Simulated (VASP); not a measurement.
Wanted: the native input for a VASP 6.6.1 run.

| Item | Value |
| --- | --- |
| Task | single point |
| Functional | PBE |
| Dispersion | D3(BJ) |
| Potentials or basis | VASP PAW PBE potentials, release 64 (O, H, Na_pv, Cl) |
| Cutoff | 520 eV |
| k mesh | 1 × 1 × 1 |
| Occupations | fermi-dirac, width 0.05 eV |
| Spin | no spin polarisation |
| Dipole correction | no |
| Further INCAR settings | ALGO = Normal; EDIFF = 1e-06; NBANDS = 36 |

The structure of NaH8ClO4 lies in POSCAR:

```
NaH8ClO4
1.0
    5.9739610000      0.0000000000      0.0000000000
    0.0000000000      5.9739610000      0.0000000000
    0.0000000000      0.0000000000      5.9739610000
O H Na Cl
4 8 1 1
Direct
    0.5531525058      0.4224494473      0.4991527615
    0.8832979241      0.7938124963      0.3374911601
    0.2056869114      0.1233737891      0.3657510362
    0.1144683762      0.3461401814      0.8368043757
    0.6840337557      0.5184987255      0.5114883209
    0.5876733759      0.2934468458      0.5989835779
    0.8029523376      0.8748715481      0.4562924745
    0.8179734941      0.8474732046      0.1955111167
    0.1934796091      0.1719075128      0.5216718714
    0.1009180700     -0.0034235247      0.3503796243
    0.0677585085      0.4775941478      0.7534109905
   -0.0233433994      0.2510862269      0.8522351334
    0.3883528485      0.3488188951      0.1291065060
    0.7085399824      0.0346659039      0.8391594508
```

One way to write it, as run:

INCAR

```
SYSTEM = NaH8ClO4
ALGO = Normal
EDIFF = 1E-6
ENCUT = 520
GGA = PE
ISIF = 2
ISMEAR = -1
IVDW = 12
LASPH = .True.
LCHARG = .False.
LREAL = .False.
LWAVE = .False.
NBANDS = 36
NELM = 80
PREC = Accurate
SIGMA = 0.05
```

KPOINTS

```
k-points
0
Gamma
  1 1 1
  0 0 0
```

Potentials or basis: VASP PAW PBE potentials, release 64 (O, H, Na_pv, Cl).

Launch:

```console
$ cat potpaw_PBE.64/O/POTCAR potpaw_PBE.64/H/POTCAR potpaw_PBE.64/Na_pv/POTCAR potpaw_PBE.64/Cl/POTCAR > POTCAR
$ mpirun -np 1 vasp_gam > vasp.out
```

It gave:

* Pressure: -1.1 GPa
* Largest force: 0.336 eV/Å
* Band gap on the k mesh: 4.15 eV
* Dispersion energy per atom: -0.041 eV

Caveat: the k points lie up to 1.05 Å⁻¹ apart.

It took 15 s on 1 thread of AMD EPYC 7R13 Processor (Zen 3), with other jobs on the host, peak memory 0.28 GiB.
